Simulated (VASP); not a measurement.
# In (P6/mmm) in VASP: a series of runs

Runs on In. Level: BLYP. Tasks: single point.

All numbers are computed with VASP 6.6.1; they aren't measurements. Logs are shortened: lines on timing, memory, paths and dates and some standing lists are left out, and cuts for length are marked.

### Step 1. The cell of the first run

The structure is hexagonal, space group P6/mmm (No. 191). Conventional cell: a = 5.586 Å, b = 5.586 Å, c = 3.495 Å, α = 90.00°, β = 90.00°, γ = 120.00°. In (site symmetry 6/mmm) has 14 In at 3.50 to 3.67 Å within 4.6 Å. In (site symmetry -6m2) has 11 In at 3.23 to 3.67 Å within 4.2 Å.

This isn't the form of In at room conditions, which is tetragonal.

### Step 2. Single point, BLYP

INCAR reads:

```
  AGGAC = 1.0
  AGGAX = 1.0
  ALDAC = 0.0
  ALDAX = 1.0
  ALGO = Normal
  EDIFF = 1E-6
  ENCUT = 520
  GGA = B5
  ISIF = 2
  ISMEAR = -1
  LASPH = True
  LCHARG = False
  LREAL = False
  LWAVE = False
  NBANDS = 26
  NELM = 100
  PREC = Accurate
  SIGMA = 0.1
```

KPOINTS reads:

```
k-points
0
Gamma
  7 7 10
```

POSCAR reads:

```
In
1.0
    5.5863834766      0.0000000000      0.0000000000
   -2.7931917384      4.8379500060      0.0000000000
    0.0000000000      0.0000000000      3.4951643125
In
3
Direct
    0.0000000000      0.0000000000      0.0000000000
    0.3333333333      0.6666666667      0.5000000000
    0.6666666667      0.3333333333      0.5000000000
```

Potentials or basis: VASP PAW PBE potentials, release 64 (In_d).

Run with:

```console
$ cat potpaw_PBE.64/In_d/POTCAR > POTCAR
$ mpirun -np 1 vasp_std > vasp.out
```

OUTCAR:

```text
EDIFF = 1E-6
   ENCUT = 520
   GGA = B5
   ISIF = 2
   ISMEAR = -1
   LASPH = True
   LREAL = False
   NELM = 100
   PREC = Accurate

 ion  position               nearest neighbor table
   1  0.000  0.000  0.000-   2 3.67   3 3.67   2 3.67   3 3.67   3 3.67   3 3.67   2 3.67   2 3.67
                             3 3.67   3 3.67   2 3.67   2 3.67
   2  0.333  0.667  0.500-   3 3.23   3 3.23   3 3.23   1 3.67   1 3.67   1 3.67   1 3.67   1 3.67
                             1 3.67
   3  0.667  0.333  0.500-   2 3.23   2 3.23   2 3.23   1 3.67   1 3.67   1 3.67   1 3.67   1 3.67
                             1 3.67

  LATTYP: Found a hexagonal cell.
 ALAT       =     5.5863834766
 C/A-ratio  =     0.6256577851

  Lattice vectors:

 A1 = (   5.5863834766,   0.0000000000,   0.0000000000)
 A2 = (  -2.7931917384,   4.8379500060,   0.0000000000)
 A3 = (   0.0000000000,   0.0000000000,   3.4951643125)

Analysis of symmetry for initial positions (statically):
=====================================================================
 Subroutine PRICEL returns:
 Original cell was already a primitive cell.

 Routine SETGRP: Setting up the symmetry group for a
 hexagonal supercell.

 Subroutine GETGRP returns: Found 24 space group operations
 (whereof 24 operations were pure point group operations)
 out of a pool of 24 trial point group operations.

The static configuration has the point symmetry D_6h.

Analysis of symmetry for dynamics (positions and initial velocities):
=====================================================================
 Subroutine PRICEL returns:
 Original cell was already a primitive cell.

 Routine SETGRP: Setting up the symmetry group for a
 hexagonal supercell.

 Subroutine GETGRP returns: Found 24 space group operations
 (whereof 24 operations were pure point group operations)
 out of a pool of 24 trial point group operations.

The dynamic configuration has the point symmetry D_6h.

 Subroutine INISYM returns: Found 24 space group operations
 (whereof 24 operations are pure point group operations),
 and found     1 'primitive' translations

----------------------------------------------------------------------------------------

                                     Primitive cell

  volume of cell :      94.4626

  direct lattice vectors                    reciprocal lattice vectors
     5.586383477  0.000000000  0.000000000     0.179006687  0.103349559  0.000000000
    -2.793191738  4.837950006  0.000000000     0.000000000  0.206699118  0.000000000
     0.000000000  0.000000000  3.495164313     0.000000000  0.000000000  0.286109582

  length of vectors
     5.586383477  5.586383477  3.495164313     0.206699118  0.206699118  0.286109582

  position of ions in fractional coordinates (direct lattice)
     0.000000000  0.000000000  0.000000000
     0.333333333  0.666666667  0.500000000
     0.666666667  0.333333333  0.500000000

  ion indices of the primitive-cell ions
   primitive index   ion index
                 1           1
                 2           2
                 3           3

----------------------------------------------------------------------------------------

 KPOINTS: k-points

Automatic generation of k-mesh.
 Grid dimensions read from file:
 generate k-points for:    7    7   10

 Generating k-lattice:

  Cartesian coordinates                     Fractional coordinates (reciprocal lattice)
     0.025572384  0.014764223  0.000000000     0.142857143  0.000000000  0.000000000
     0.000000000  0.029528445  0.000000000     0.000000000  0.142857143  0.000000000
     0.000000000  0.000000000  0.028610958     0.000000000  0.000000000  0.100000000

  Length of vectors
     0.029528445  0.029528445  0.028610958

  Shift w.r.t. Gamma in fractional coordinates (k-lattice)
     0.000000000  0.000000000  0.000000000

 Subroutine IBZKPT returns following result:
 ===========================================

 Found     48 irreducible k-points:

 Following reciprocal coordinates:
            Coordinates               Weight
  0.000000  0.000000  0.000000      1.000000
  0.142857  0.000000  0.000000      6.000000
  0.285714  0.000000  0.000000      6.000000
  0.428571 -0.000000  0.000000      6.000000
  0.142857  0.142857  0.000000      6.000000
  0.285714  0.142857  0.000000     12.000000
[... 16 lines left out ...]
  0.428571  0.142857  0.200000     12.000000
  0.285714  0.285714  0.200000     12.000000
 [... further k-points ...]
   k-points           NKPTS =     48   k-points in BZ     NKDIM =     48   number of bands    NBANDS=     26
   number of dos      NEDOS =    301   number of ions     NIONS =      3
   total plane-waves  NPLWV =  49392
   dimension x,y,z NGX =    42 NGY =   42 NGZ =   28
   dimension x,y,z NGXF=    84 NGYF=   84 NGZF=   56
   ions per type =               3
   NGX,Y,Z   is equivalent  to a cutoff of  12.50, 12.50, 13.32 a.u.
   NGXF,Y,Z  is equivalent  to a cutoff of  25.00, 25.00, 26.64 a.u.
 SYSTEM =  unknown system
   PREC   = accura    normal or accurate (medium, high low for compatibility)
   ISTART =      0    job   : 0-new  1-cont  2-samecut
   ICHARG =      2    charge: 1-file 2-atom 10-const
   ISPIN  =      1    spin polarized calculation?
   LNONCOLLINEAR =      F non collinear calculations
   LSORBIT =      F    spin-orbit coupling
   LASPH  =      T    aspherical Exc in radial PAW
   ENCUT  =  520.0 eV  38.22 Ry    6.18 a.u.  10.39 10.39  6.50*2*pi/ulx,y,z
   NELM   =    100;   NELMIN=  2; NELMDL= -5     # of ELM steps
   EDIFF  = 0.1E-05   stopping-criterion for ELM
   LREAL  =      F    real-space projection
   EDIFFG = 0.1E-04   stopping-criterion for IOM
   NSW    =      0    number of steps for IOM
   IBRION =     -1    ionic relax: 0-MD 1-quasi-New 2-CG
   NFREE  =      0    steps in history (QN), initial steepest desc. (CG)
   ISIF   =      2    stress and relaxation
   ISYM   =      2    0-nonsym 1-usesym 2-fastsym
   POTIM  = 0.5000    time-step for ionic-motion
   TEBEG  =    0.0;   TEEND  =   0.0 temperature during run
   PSTRESS=    0.0 pullay stress
   NELECT =      39.0000    total number of electrons
   NUPDOWN=      -1.0000    fix difference up-down
   EMIN   =  10.00;   EMAX   =-10.00  energy-range for DOS
   EFERMI =   0.00;   METHOD = LEGACY
   ISMEAR =    -1;   SIGMA  =   0.10  broadening in eV -4-tet -1-fermi 0-gaus
   EFERMI_NEDOS =   21; number of points for ismear=-14 and -15
   IALGO  =     38    algorithm
   IMIX   =      4    mixing-type and parameters
     AMIX     =   0.40;   BMIX     =  1.00
     AMIX_MAG =   1.60;   BMIX_MAG =  1.00
  volume/ion in A,a.u.               =      31.49       212.49
  Fermi-wavevector in a.u.,A,eV,Ry     =   1.219017  2.303608 20.218294  1.486003
  Thomas-Fermi vector in A             =   2.354284
   LORBIT       =      0    0 simple, 1 ext, 2 COOP (PROOUT), +10 PAW based schemes
   GGA     = B5    functional components
   LHFCALC =     F    Hartree Fock is set to
   AEXX    =    0.0000 exact exchange contribution
   IVDW    =     0    specifies the selected vdW correction
   LEPSILON=     F    determine dielectric tensor
   LRPA    =     F    only Hartree local field effects (RPA)
 non-spin polarized calculation
  energy-cutoff  :      520.00
  volume of cell :       94.46
 maximum number of plane-waves:      2575
 NGX is ok and might be reduce to    42
   NGX = 21   NGY = 21   NGZ = 13

 number of electron      38.9999996 magnetization

 Free energy of the ion-electron system (eV)
  ---------------------------------------------------
  ext. energy  EPLUGINS =         0.00000000
  ---------------------------------------------------
  free energy    TOTEN  =        -5.62042102 eV

  energy without entropy =       -5.58443413  energy(sigma->0) =       -5.60242757

 E-fermi :   6.1218     XC(G=0):  -8.8177

 val. band max:        5.9974613820   @ k =   0.1429   0.0000   0.5000
 cond. band min:       6.1811817030   @ k =   0.0000   0.0000   0.2000
 fundamental gap:      0.1837203211
 Fermi energy:         6.1218276161

 k-point     1 :       0.0000    0.0000    0.0000
  band No.  band energies     occupation
      1      -8.6465      2.00000
      2      -8.5033      2.00000
      3      -8.5033      2.00000
      4      -8.4911      2.00000
      5      -8.4773      2.00000
      6      -8.4369      2.00000
[... 18 lines left out ...]
     25      14.7571      0.00000
     26      14.7655      0.00000

 k-point     2 :       0.1429    0.0000    0.0000
  band No.  band energies     occupation
      1      -8.6416      2.00000
      2      -8.5314      2.00000
      3      -8.5223      2.00000
      4      -8.4941      2.00000
      5      -8.4654      2.00000
      6      -8.4511      2.00000
[... 18 lines left out ...]
     25      14.1401      0.00000
     26      14.3564      0.00000

 k-point     3 :       0.2857    0.0000    0.0000
  band No.  band energies     occupation
      1      -8.6299      2.00000
      2      -8.5731      2.00000
      3      -8.5539      2.00000
      4      -8.5029      2.00000
      5      -8.4721      2.00000
      6      -8.4685      2.00000
[... 18 lines left out ...]
     25      13.2332      0.00000
     26      13.3640      0.00000

 k-point     4 :       0.4286   -0.0000    0.0000
  band No.  band energies     occupation
      1      -8.6207      2.00000
      2      -8.5993      2.00000
      3      -8.5732      2.00000
      4      -8.5121      2.00000
      5      -8.4783      2.00000
      6      -8.4777      2.00000
[... 18 lines left out ...]
     25      11.4577      0.00000
     26      12.2735      0.00000
[... 496 lines left out ...]
      1      -8.5992      2.00000
      2      -8.5644      2.00000
      3      -8.5513      2.00000
      4      -8.5003      2.00000
      5      -8.4755      2.00000
      6      -8.4444      2.00000
[... 18 lines left out ...]
     25      11.1413      0.00000
     26      11.2183      0.00000

 k-point    23 :       0.4286    0.1429    0.2000
  band No.  band energies     occupation
      1      -8.6054      2.00000
      2      -8.5708      2.00000
      3      -8.5522      2.00000
      4      -8.4985      2.00000
      5      -8.4695      2.00000
      6      -8.4475      2.00000
[... 18 lines left out ...]
     25      11.5571      0.00000
     26      11.9936      0.00000

 k-point    24 :       0.2857    0.2857    0.2000
  band No.  band energies     occupation
      1      -8.6109      2.00000
      2      -8.5602      2.00000
      3      -8.5565      2.00000
      4      -8.4991      2.00000
      5      -8.4641      2.00000
      6      -8.4469      2.00000
[... 18 lines left out ...]
     25      12.2471      0.00000
     26      12.3406      0.00000

 [... further k-points ...]

------------------------ aborting loop because EDIFF is reached ----------------------------------------

  FORCE on cell =-STRESS in cart. coord.  units (eV):
  Direction    XX          YY          ZZ          XY          YZ          ZX
  --------------------------------------------------------------------------------------
  -------------------------------------------------------------------------------------
  Total        0.0007061      0.0007061      0.0058469     -0.0000000     -0.0000000      0.0000000
  in kB        0.0119759      0.0119759      0.0991695     -0.0000000     -0.0000000      0.0000000
  external PRESSURE =       0.0410405 kB  Pullay stress =       0.0000000 kB

 VOLUME and BASIS-vectors are now :
 -----------------------------------------------------------------------------
  energy-cutoff  :      520.00
  volume of cell :       94.46
      direct lattice vectors                 reciprocal lattice vectors
     5.586383477  0.000000000  0.000000000     0.179006687  0.103349559  0.000000000
    -2.793191738  4.837950006  0.000000000     0.000000000  0.206699118  0.000000000
     0.000000000  0.000000000  3.495164313     0.000000000  0.000000000  0.286109582

 POSITION                                       TOTAL-FORCE (eV/Angst)
 -----------------------------------------------------------------------------------
      0.00000      0.00000      0.00000         0.000000      0.000000     -0.000000
     -0.00000      3.22530      1.74758         0.000000     -0.000000      0.000000
      2.79319      1.61265      1.74758        -0.000000      0.000000     -0.000000
 -----------------------------------------------------------------------------------
    total drift:                                0.000000      0.000000     -0.000000

  FREE ENERGIE OF THE ION-ELECTRON SYSTEM (eV)
  ---------------------------------------------------
  free  energy   TOTEN  =        -5.6204210165 eV

  energy  without entropy=       -5.5844341286  energy(sigma->0) =       -5.60242757
```

Wall time 96 s (1 thread of Intel Xeon Platinum 8488C (Sapphire Rapids), shared host); peak memory 0.26 GiB.

What came out:

```
Free energy            : -5.6204 eV
Pressure               : 0.0 GPa
Band gap on the k mesh : zero (an odd number of electrons rules out a gap without spin polarisation)
```

Caveat: the PAW data sets were made with another functional, which shifts forces and pressure a little; spin-orbit coupling is left out, which moves the levels of the heavy elements.

(Part 1 of 2 ends here.)

The gap in the log of VASP goes by the Fermi energy; the results here count the filled bands.